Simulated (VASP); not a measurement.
# Ag (Fm-3m) in VASP: notebook

Ag is run at these levels: PBE; tasks: single point.

All numbers are computed with VASP 6.6.1; they aren't measurements. Logs are shortened: lines on timing, memory, paths and dates and some standing lists are left out, and cuts for length are marked.

### Step 1. The cell of the first run

The structure is cubic, space group Fm-3m (No. 225). The conventional cell has a = 4.032 Å, b = 4.032 Å, c = 4.032 Å, α = 90.00°, β = 90.00°, γ = 90.00°. Within 3.8 Å of Ag (site symmetry m-3m) lie 12 Ag at 2.85 Å.

### Step 2. Single point, PBE

Input file INCAR:

```
SYSTEM = Ag
PREC = Accurate
ENCUT = 500
EDIFF = 1E-6
ISMEAR = -1
SIGMA = 0.1
LREAL = .False.
LASPH = .True.
NELM = 120
ALGO = Normal
ISIF = 2
LWAVE = .False.
LCHARG = .True.
GGA = PE
LELF = .True.
LVHAR = .True.
NBANDS = 12
GGA_COMPAT = .False.
```

Input file KPOINTS:

```
regular mesh
0
Gamma
  18 18 18
  0 0 0
```

Input file POSCAR:

```
Ag
1.0
    0.0000000000      2.0158888142      2.0158888142
    2.0158888142      0.0000000000      2.0158888142
    2.0158888142      2.0158888142      0.0000000000
Ag
1
Direct
    0.0000000000      0.0000000000      0.0000000000
```

Potentials or basis: VASP PAW PBE potentials, release 64 (Ag).

Started as:

```sh
$ cat potpaw_PBE.64/Ag/POTCAR > POTCAR
$ mpirun -np 1 vasp_std > vasp.out
```

OUTCAR:

```text
SYSTEM = Ag
   PREC = Accurate
   ENCUT = 500
   EDIFF = 1E-6
   ISMEAR = -1
   LREAL = .False.
   LASPH = .True.
   NELM = 120
   ISIF = 2
   GGA = PE

 ion  position               nearest neighbor table
   1  0.000  0.000  0.000-

  LATTYP: Found a face centered cubic cell.
 ALAT       =     4.0317776284

  Lattice vectors:

 A1 = (   0.0000000000,   2.0158888142,   2.0158888142)
 A2 = (   2.0158888142,   0.0000000000,   2.0158888142)
 A3 = (   2.0158888142,   2.0158888142,   0.0000000000)

Analysis of symmetry for initial positions (statically):
=====================================================================
 Subroutine PRICEL returns:
 Original cell was already a primitive cell.

 Routine SETGRP: Setting up the symmetry group for a
 face centered cubic supercell.

 Subroutine GETGRP returns: Found 48 space group operations
 (whereof 48 operations were pure point group operations)
 out of a pool of 48 trial point group operations.

The static configuration has the point symmetry O_h .

Analysis of symmetry for dynamics (positions and initial velocities):
=====================================================================
 Subroutine PRICEL returns:
 Original cell was already a primitive cell.

 Routine SETGRP: Setting up the symmetry group for a
 face centered cubic supercell.

 Subroutine GETGRP returns: Found 48 space group operations
 (whereof 48 operations were pure point group operations)
 out of a pool of 48 trial point group operations.

The dynamic configuration has the point symmetry O_h .

 Subroutine INISYM returns: Found 48 space group operations
 (whereof 48 operations are pure point group operations),
 and found     1 'primitive' translations

----------------------------------------------------------------------------------------

                                     Primitive cell

  volume of cell :      16.3844

  direct lattice vectors                    reciprocal lattice vectors
     0.000000000  2.015888814  2.015888814    -0.248029552  0.248029552  0.248029552
     2.015888814  0.000000000  2.015888814     0.248029552 -0.248029552  0.248029552
     2.015888814  2.015888814  0.000000000     0.248029552  0.248029552 -0.248029552

  length of vectors
     2.850897301  2.850897301  2.850897301     0.429599786  0.429599786  0.429599786

  position of ions in fractional coordinates (direct lattice)
     0.000000000  0.000000000  0.000000000

  ion indices of the primitive-cell ions
   primitive index   ion index
                 1           1

----------------------------------------------------------------------------------------

 KPOINTS: regular mesh

Automatic generation of k-mesh.
 Grid dimensions read from file:
 generate k-points for:   18   18   18

 Generating k-lattice:

  Cartesian coordinates                     Fractional coordinates (reciprocal lattice)
    -0.013779420  0.013779420  0.013779420     0.055555556  0.000000000  0.000000000
     0.013779420 -0.013779420  0.013779420     0.000000000  0.055555556  0.000000000
     0.013779420  0.013779420 -0.013779420     0.000000000  0.000000000  0.055555556

  Length of vectors
     0.023866655  0.023866655  0.023866655

  Shift w.r.t. Gamma in fractional coordinates (k-lattice)
     0.000000000  0.000000000  0.000000000

 Subroutine IBZKPT returns following result:
 ===========================================

 Found    195 irreducible k-points:

 Following reciprocal coordinates:
            Coordinates               Weight
  0.000000  0.000000  0.000000      1.000000
  0.055556  0.000000  0.000000      8.000000
  0.111111  0.000000  0.000000      8.000000
  0.166667  0.000000  0.000000      8.000000
  0.222222  0.000000  0.000000      8.000000
  0.277778  0.000000  0.000000      8.000000
[... 16 lines left out ...]
 -0.277778  0.055556  0.000000     24.000000
 -0.222222  0.055556  0.000000     24.000000
 [... further k-points ...]
   k-points           NKPTS =    195   k-points in BZ     NKDIM =    195   number of bands    NBANDS=     12
   number of dos      NEDOS =    301   number of ions     NIONS =      1
   total plane-waves  NPLWV =  13824
   dimension x,y,z NGX =    24 NGY =   24 NGZ =   24
   dimension x,y,z NGXF=    48 NGYF=   48 NGZF=   48
   ions per type =               1
   NGX,Y,Z   is equivalent  to a cutoff of  14.00, 14.00, 14.00 a.u.
   NGXF,Y,Z  is equivalent  to a cutoff of  27.99, 27.99, 27.99 a.u.
 SYSTEM =  Ag
   PREC   = accura    normal or accurate (medium, high low for compatibility)
   ISTART =      0    job   : 0-new  1-cont  2-samecut
   ICHARG =      2    charge: 1-file 2-atom 10-const
   ISPIN  =      1    spin polarized calculation?
   LNONCOLLINEAR =      F non collinear calculations
   LSORBIT =      F    spin-orbit coupling
   LASPH  =      T    aspherical Exc in radial PAW
   ENCUT  =  500.0 eV  36.75 Ry    6.06 a.u.   5.20  5.20  5.20*2*pi/ulx,y,z
   NELM   =    120;   NELMIN=  2; NELMDL= -5     # of ELM steps
   EDIFF  = 0.1E-05   stopping-criterion for ELM
   LREAL  =      F    real-space projection
   EDIFFG = 0.1E-04   stopping-criterion for IOM
   NSW    =      0    number of steps for IOM
   IBRION =     -1    ionic relax: 0-MD 1-quasi-New 2-CG
   NFREE  =      0    steps in history (QN), initial steepest desc. (CG)
   ISIF   =      2    stress and relaxation
   ISYM   =      2    0-nonsym 1-usesym 2-fastsym
   POTIM  = 0.5000    time-step for ionic-motion
   TEBEG  =    0.0;   TEEND  =   0.0 temperature during run
   PSTRESS=    0.0 pullay stress
   NELECT =      11.0000    total number of electrons
   NUPDOWN=      -1.0000    fix difference up-down
   EMIN   =  10.00;   EMAX   =-10.00  energy-range for DOS
   EFERMI =   0.00;   METHOD = LEGACY
   ISMEAR =    -1;   SIGMA  =   0.10  broadening in eV -4-tet -1-fermi 0-gaus
   EFERMI_NEDOS =   21; number of points for ismear=-14 and -15
   IALGO  =     38    algorithm
   IMIX   =      4    mixing-type and parameters
     AMIX     =   0.40;   BMIX     =  1.00
     AMIX_MAG =   1.60;   BMIX_MAG =  1.00
  volume/ion in A,a.u.               =      16.38       110.57
  Fermi-wavevector in a.u.,A,eV,Ry     =   1.433494  2.708910 27.958673  2.054904
  Thomas-Fermi vector in A             =   2.553006
   LORBIT       =      0    0 simple, 1 ext, 2 COOP (PROOUT), +10 PAW based schemes
   GGA     = PE    functional components
   LHFCALC =     F    Hartree Fock is set to
   AEXX    =    0.0000 exact exchange contribution
   IVDW    =     0    specifies the selected vdW correction
   LEPSILON=     F    determine dielectric tensor
   LRPA    =     F    only Hartree local field effects (RPA)
 non-spin polarized calculation
  energy-cutoff  :      500.00
  volume of cell :       16.38
 maximum number of plane-waves:       444
 NGX is ok and might be reduce to    24
   NGX = 11   NGY = 11   NGZ = 11

 number of electron      11.0000002 magnetization

 Free energy of the ion-electron system (eV)
  ---------------------------------------------------
  ext. energy  EPLUGINS =         0.00000000
  ---------------------------------------------------
  free energy    TOTEN  =        -2.68342380 eV

  energy without entropy =       -2.67615077  energy(sigma->0) =       -2.67978728

 E-fermi :   9.0014     XC(G=0): -12.4495

 val. band max:        8.9296647436   @ k =   0.5000   0.1667   0.0556
 cond. band min:       9.1296523543   @ k =   0.5000   0.3333   0.1111
 fundamental gap:      0.1999876106
 Fermi energy:         9.0014229054

 k-point     1 :       0.0000    0.0000    0.0000
  band No.  band energies     occupation
      1       0.9310      2.00000
      2       4.0417      2.00000
      3       4.0417      2.00000
      4       4.0417      2.00000
      5       5.1514      2.00000
      6       5.1514      2.00000
      7      25.1023      0.00000
      8      28.9176      0.00000
      9      28.9176      0.00000
     10      28.9176      0.00000
     11      33.8256      0.00000
     12      35.2423      0.00000

 k-point     2 :       0.0556    0.0000    0.0000
  band No.  band energies     occupation
      1       1.0310      2.00000
      2       4.0170      2.00000
      3       4.0705      2.00000
      4       4.0705      2.00000
      5       5.1399      2.00000
      6       5.1399      2.00000
      7      25.1389      0.00000
      8      28.0772      0.00000
      9      28.9721      0.00000
     10      28.9721      0.00000
     11      34.0395      0.00000
     12      35.0993      0.00000

 k-point     3 :       0.1111    0.0000    0.0000
  band No.  band energies     occupation
      1       1.3197      2.00000
      2       3.9593      2.00000
      3       4.1454      2.00000
      4       4.1454      2.00000
      5       5.1171      2.00000
      6       5.1171      2.00000
      7      24.9880      0.00000
      8      26.6052      0.00000
      9      29.1119      0.00000
     10      29.1119      0.00000
     11      33.1978      0.00000
     12      34.6268      0.00000
[... 286 lines left out ...]
 k-point    23 :      -0.2778    0.0556    0.0000
  band No.  band energies     occupation
      1       2.5406      2.00000
      2       4.1801      2.00000
      3       4.2469      2.00000
      4       4.6726      2.00000
      5       5.3021      2.00000
      6       5.8240      2.00000
      7      18.7059      0.00000
      8      25.1206      0.00000
      9      27.5149      0.00000
     10      30.0792      0.00000
     11      31.6771      0.00000
     12      31.9503      0.00000

 k-point    24 :      -0.2222    0.0556    0.0000
  band No.  band energies     occupation
      1       2.3877      2.00000
      2       4.0389      2.00000
      3       4.3022      2.00000
      4       4.3169      2.00000
      5       5.0971      2.00000
      6       5.4876      2.00000
      7      20.8758      0.00000
      8      25.4512      0.00000
      9      28.0552      0.00000
     10      30.7523      0.00000
     11      31.1462      0.00000
     12      32.2369      0.00000

 [... further k-points ...]

------------------------ aborting loop because EDIFF is reached ----------------------------------------

  FORCE on cell =-STRESS in cart. coord.  units (eV):
  Direction    XX          YY          ZZ          XY          YZ          ZX
  --------------------------------------------------------------------------------------
  -------------------------------------------------------------------------------------
  Total        1.0021378      1.0021378      1.0021378      0.0000000      0.0000000     -0.0000000
  in kB       97.9959887     97.9959887     97.9959887      0.0000000      0.0000000     -0.0000000
  external PRESSURE =      97.9959887 kB  Pullay stress =       0.0000000 kB

 VOLUME and BASIS-vectors are now :
 -----------------------------------------------------------------------------
  energy-cutoff  :      500.00
  volume of cell :       16.38
      direct lattice vectors                 reciprocal lattice vectors
     0.000000000  2.015888814  2.015888814    -0.248029552  0.248029552  0.248029552
     2.015888814  0.000000000  2.015888814     0.248029552 -0.248029552  0.248029552
     2.015888814  2.015888814  0.000000000     0.248029552  0.248029552 -0.248029552

 POSITION                                       TOTAL-FORCE (eV/Angst)
 -----------------------------------------------------------------------------------
      0.00000      0.00000      0.00000        -0.000000      0.000000      0.000000
 -----------------------------------------------------------------------------------
    total drift:                               -0.000000      0.000000     -0.000000

  FREE ENERGIE OF THE ION-ELECTRON SYSTEM (eV)
  ---------------------------------------------------
  free  energy   TOTEN  =        -2.6834237991 eV

  energy  without entropy=       -2.6761507697  energy(sigma->0) =       -2.67978728
```

Run time: 11 s. Hardware: 1 thread of Intel Xeon Platinum 8481C at 2.70GHz (Sapphire Rapids), shared host; peak memory 0.16 GiB.

Results:

| Item | Value |
| --- | --- |
| Free energy | -2.6834 eV |
| Pressure | 9.8 GPa |
| Band gap on the k mesh | zero (an odd number of electrons rules out a gap without spin polarisation) |

Caveat: the cell stands under pressure.

### Step 3. Single point, PBE

This run uses another cell than the first one, of 17.84 Å³/atom.

Input file INCAR:

```
SYSTEM = Ag
ALGO = Normal
EDIFF = 1E-6
ENCUT = 500
GGA = PE
GGA_COMPAT = .False.
ISIF = 2
ISMEAR = -1
LASPH = .True.
LCHARG = .False.
LREAL = .False.
LWAVE = .False.
NBANDS = 12
NELM = 120
PREC = Accurate
SIGMA = 0.1
```

Input file KPOINTS:

```
k-points
0
Gamma
  18 18 18
  0 0 0
```

Input file POSCAR:

```
Ag
1.0
    0.0000000000      2.0737778978      2.0737778978
    2.0737778978      0.0000000000      2.0737778978
    2.0737778978      2.0737778978      0.0000000000
Ag
1
Direct
    0.0000000000      0.0000000000      0.0000000000
```

Potentials or basis: VASP PAW PBE potentials, release 64 (Ag).

Started as:

```sh
$ cat potpaw_PBE.64/Ag/POTCAR > POTCAR
$ mpirun -np 1 vasp_std > vasp.out
```

Run time: 11 s. Hardware: 1 thread of Intel Xeon Platinum 8481C at 2.70GHz (Sapphire Rapids), shared host; peak memory 0.16 GiB.

Results (log left out):

```yaml
Free_energy: -2.7240 eV
Pressure: 0.0 GPa
Band_gap_on_the_k_mesh: zero (an odd number of electrons rules out a gap without spin polarisation)
```

Levels at points of the mesh, in eV from the Fermi level:
| k point | band 2 | band 3 | band 4 | band 5 | band 6 | band 7 | band 8 | band 9 | band 10 | band 11 |
| --- | --- | --- | --- | --- | --- | --- | --- | --- | --- | --- |
| (0.00, 0.00, 0.00) | -4.64 | -4.64 | -4.64 | -3.69 | -3.69 | 15.92 | 19.23 | 19.23 | 19.23 | 23.93 |
| (0.50, 0.00, 0.00) | -4.66 | -4.66 | -2.96 | -2.96 | -0.27 | 3.36 | 15.15 | 17.41 | 17.41 | 22.22 |
| (0.50, 0.50, 0.00) | -6.03 | -2.99 | -2.76 | -2.76 | 1.65 | 6.40 | 10.44 | 10.44 | 16.66 | 16.68 |
